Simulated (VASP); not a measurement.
A run of VASP 6.6.1 is set up as follows.

The input INCAR:

```
SYSTEM = InP
PREC = Accurate ; ENCUT = 520
EDIFF = 1E-6 ; ISMEAR = -1
SIGMA = 0.05 ; LREAL = .False.
LASPH = .True. ; NELM = 100
ALGO = Normal ; ISIF = 2
LWAVE = .False. ; LCHARG = .False.
GGA = CA ; NBANDS = 16
```

File KPOINTS:

```
regular mesh
0
Gamma
  14 14 14
  0 0 0
```

The input POSCAR:

```
InP
1.0
    0.0000000000      2.5953428999      2.5953428999
    2.5953428999      0.0000000000      2.5953428999
    2.5953428999      2.5953428999      0.0000000000
In P
1 1
Direct
    0.0000000000      0.0000000000      0.0000000000
    0.5000000000      0.5000000000      0.5000000000
```

Potentials or basis: VASP PAW LDA potentials, release 64 (In_d, P).

The run is started by

```bash
$ cat potpaw_LDA.64/In_d/POTCAR potpaw_LDA.64/P/POTCAR > POTCAR
$ mpirun -np 1 vasp_std > vasp.out
```

(1) Estimate the band gap on the k mesh.

(2) Estimate the pressure.

## Answers

(1) zero (bands 9 and 10 overlap by 2.83 eV).

(2) 15.6 GPa.

Caveat: the cell stands under pressure; spin-orbit coupling is left out, which moves the levels of the heavy elements.
